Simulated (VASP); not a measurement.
Runs of VASP 6.6.1 on ScAl3P2. The structure is that of space group P4/mmm (No. 123), or close to it. The cells are those of the table. 

```tsv
task	cell	k mesh	cutoff (eV)	gap on the mesh (eV)	pressure (GPa)	relaxed volume (Å³/atom)
single point	a = 5.526, b = 5.526, c = 4.522 Å, 6 atoms	4 × 4 × 4	520	none	0.0	-
single point	a = 5.519, b = 5.519, c = 4.544 Å, 6 atoms	8 × 8 × 8	520	none	0.0	-
relaxation of cell and atoms	relaxed from a = 5.313, b = 5.313, c = 3.961 Å, 6 atoms	4 × 4 × 4	600	none	0.0	(a)
relaxation of cell and atoms	relaxed from a = 5.526, b = 5.526, c = 4.522 Å, 6 atoms	8 × 8 × 8	600	none	0.0	23.07
single point	a = 5.313, b = 5.313, c = 3.961 Å, 6 atoms	4 × 4 × 4	520	none	23.7	-
```

Alike in all rows: level PBE; potentials or basis VASP PAW PBE potentials, release 64 (Sc_sv, Al, P); no spin polarisation; smearing gaussian 0.1 eV.

**Question.** Estimate the missing entries.

**Answer.** (a) 23.03.

Caveats: some runs use coarse meshes; the volume moved by over 15 % at a fixed basis, so the end points are rough (some runs).

A gap of «none» marks levels without a gap at the run's occupations.
